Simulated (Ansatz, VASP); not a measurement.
## Two plane-wave programs on SiC

INCAR

```
PREC = Accurate
ENCUT = 600
EDIFF = 1E-6
ISMEAR = 0
SIGMA = 0.05
LREAL = F
LASPH = T
NELM = 120
ALGO = Normal
ISIF = 2
LWAVE = F
LCHARG = F
GGA = PS
NBANDS = 11
GGA_COMPAT = F
```

KPOINTS

```
regular mesh
0
Gamma
  10 10 10
```

File POSCAR:

```
SiC
1.0
    0.0000000000      2.1420153807      2.1420153807
    2.1420153807      0.0000000000      2.1420153807
    2.1420153807      2.1420153807      0.0000000000
Si C
1 1
Direct
    0.0000000000      0.0000000000      0.0000000000
    0.7500000000      0.7500000000      0.7500000000
```

Input for Ansatz:

```yaml
crystal:
  lattice:
    - [0.0, 2.1420153807, 2.1420153807]
    - [2.1420153807, 0.0, 2.1420153807]
    - [2.1420153807, 2.1420153807, 0.0]
  atoms:
    - { symbol: Si, position: [0.0, 0.0, 0.0] }
    - { symbol: C, position: [0.75, 0.75, 0.75] }
basis:
  ecutwfc: 520.0
kpoints:
  mp_grid: { grid: [10, 10, 10] }
hamiltonian:
  xc: pbesol
  pseudopotentials: { kind: paw, azcp: { folder: soft_1 } }
scf:
  occupations: { method: gaussian, width: 0.05 }
output:
  forces: true
  stress: true
  eigenvalues: true
```

Change from the starting cell: mode 6 frozen in at +0.000 Å, equal normal strain along x, y and z -0.0167.

Alike in both runs: task single point; functional PBEsol; k mesh 10 × 10 × 10; occupations gaussian, width 0.05 eV; no spin polarisation.

|  | VASP | Ansatz |
| --- | --- | --- |
| version | VASP 6.6.1 | Ansatz 0.2.0 |
| potentials or method | VASP PAW PBE potentials, release 64 (Si, C), cutoff 600 eV | scalar-relativistic, plane waves, PAW |
| valence electrons in the cell | 8 | 8 |

|  | VASP | Ansatz | Ansatz less VASP |
| --- | --- | --- | --- |
| gap on the k mesh at the Fermi level (eV) | 1.19 | 1.20 | +0.010 |
| least direct gap on the mesh (eV) | 4.50 | 4.51 | +0.016 |
| pressure (GPa) | 12.6 | 12.4 | -0.24 |

VASP's potentials were made for PBE, not for PBEsol, and Ansatz warns of the same on its side. The functional is the same, so the differences come from potentials, cutoffs and numerics.
